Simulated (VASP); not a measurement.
A run of VASP 6.6.1:

File INCAR:

```
SYSTEM = Mg3Be
PREC = Accurate
ENCUT = 600
EDIFF = 1E-6
ISMEAR = 0
SIGMA = 0.1
LREAL = .False.
LASPH = .True.
NELM = 80
ALGO = Fast
ISIF = 3
LWAVE = .False.
LCHARG = .False.
GGA = PE
IBRION = 2
NSW = 100
EDIFFG = -0.01
```

The input KPOINTS:

```
Automatic mesh
0
Gamma
  12 12 12
  0 0 0
```

POSCAR

```
Mg3Be
1.0
    0.0000000000      3.3372489846      3.3372489846
    3.3372489846      0.0000000000      3.3372489846
    3.3372489846      3.3372489846      0.0000000000
Mg Be
3 1
Direct
    0.7500000000      0.7500000000      0.7500000000
    0.2500000000      0.2500000000      0.2500000000
    0.0000000000      0.0000000000      0.0000000000
    0.5000000000      0.5000000000      0.5000000000
```

Potentials or basis: VASP PAW PBE potentials, release 64 (Mg, Be).

Command:

```bash
$ cat potpaw_PBE.64/Mg/POTCAR potpaw_PBE.64/Be/POTCAR > POTCAR
$ mpirun -np 1 vasp_std > vasp.out
```

Hardware: 1 thread of Intel(R) Xeon(R) 6975P-C (Granite Rapids) (shared host).

Task: Estimate the wall time of this run.

Result: Run time: 30 s on 1 thread of Intel(R) Xeon(R) 6975P-C (Granite Rapids), with other jobs on the host, peak memory 0.28 GiB. Counts: scf iterations 15, k points 72, ion steps 2.
